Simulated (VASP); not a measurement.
Crystal: CO2.

```xyz
12
Lattice="4.3441 0.0000 0.0000 0.0000 6.1110 0.0000 0.0000 0.0000 4.2850" Properties=species:S:1:pos:R:3 pbc="T T T"
C     0.0000    1.9739    1.0713
C     2.1721    1.0816    3.2138
C     0.0000    4.1371    3.2138
C     2.1721    5.0294    1.0713
O     1.1816    2.2611    2.0011
O     0.9905    0.7944    4.1436
O     3.3536    0.7944    2.2839
O     3.1625    2.2611    0.1414
O     3.1625    3.8499    2.2839
O     3.3536    5.3166    0.1414
O     0.9905    5.3166    2.0011
O     1.1816    3.8499    4.1436
```

```yaml
Program: VASP 6.6.1
Task: relaxation of the atoms
Functional: PBE
Potentials_or_basis: VASP PAW PBE potentials, release 64 (C, O)
Cutoff: 520 eV
k_mesh: 5 × 3 × 5
Occupations: fermi-dirac, width 0.02 eV
Spin: no spin polarisation
```

At the start: pressure -40.1 GPa; volume 9.48 Å³/atom.

Where does the relaxation end?

Over 35 steps the energy falls by 1851.3 meV/atom; space group Pbcn (No. 60, to 0.1 Å) before and after.

Step by step:
```csv
step,energy change (eV),largest force (eV/Å),pressure (GPa)
1,0.0000,7.2876,-40.14
2,-21.1923,1.9469,20.25
3,-21.1923,1.9416,20.34
4,-21.6831,2.2043,30.36
5,-21.6841,2.2819,30.72
6,-21.8954,0.4991,21.89
7,-21.8958,0.4943,22.24
8,-21.9151,0.4583,21.93
9,-21.9636,0.3900,20.96
10,-22.0156,0.5400,18.85
11,-22.0374,0.4056,19.98
12,-22.0578,0.6021,22.59
13,-22.0735,0.5960,22.50
14,-22.1154,0.5604,22.17
15,-22.1733,0.4162,21.29
16,-22.1602,0.3876,18.65
17,-22.1912,0.2648,20.37
18,-22.1914,0.2495,20.23
19,-22.1984,0.1957,19.45
20,-22.2005,0.3055,18.71
21,-22.2048,0.2164,19.09
22,-22.2090,0.0925,19.98
23,-22.2096,0.0845,19.97
24,-22.2112,0.0602,19.95
25,-22.2135,0.0419,19.91
26,-22.2136,0.0859,19.81
27,-22.2142,0.0390,19.86
28,-22.2145,0.0699,20.22
29,-22.2145,0.0630,20.19
30,-22.2147,0.0547,20.16
31,-22.2151,0.0331,20.06
32,-22.2151,0.0467,19.87
33,-22.2152,0.0290,19.96
34,-22.2153,0.0262,19.96
35,-22.2155,0.0179,19.96
```

Final structure:
```yaml
crystal:
  lattice:
    - [4.34410, 0.00000, 0.00000]
    - [0.00000, 6.11100, 0.00000]
    - [0.00000, 0.00000, 4.28500]
  atoms:
    - { symbol: C, position: [0.00000, 0.36324, 0.25000] }
    - { symbol: C, position: [0.50000, 0.13676, 0.75000] }
    - { symbol: C, position: [0.00000, 0.63676, 0.75000] }
    - { symbol: C, position: [0.50000, 0.86324, 0.25000] }
    - { symbol: O, position: [0.23258, 0.36838, 0.38647] }
    - { symbol: O, position: [0.26742, 0.13162, 0.88647] }
    - { symbol: O, position: [0.73258, 0.13162, 0.61353] }
    - { symbol: O, position: [0.76742, 0.36838, 0.11353] }
    - { symbol: O, position: [0.76742, 0.63162, 0.61353] }
    - { symbol: O, position: [0.73258, 0.86838, 0.11353] }
    - { symbol: O, position: [0.26742, 0.86838, 0.38647] }
    - { symbol: O, position: [0.23258, 0.63162, 0.88647] }
```

Caveat: this functional lacks dispersion, which holds the molecules together, so the pressure and a relaxed volume are unreliable.
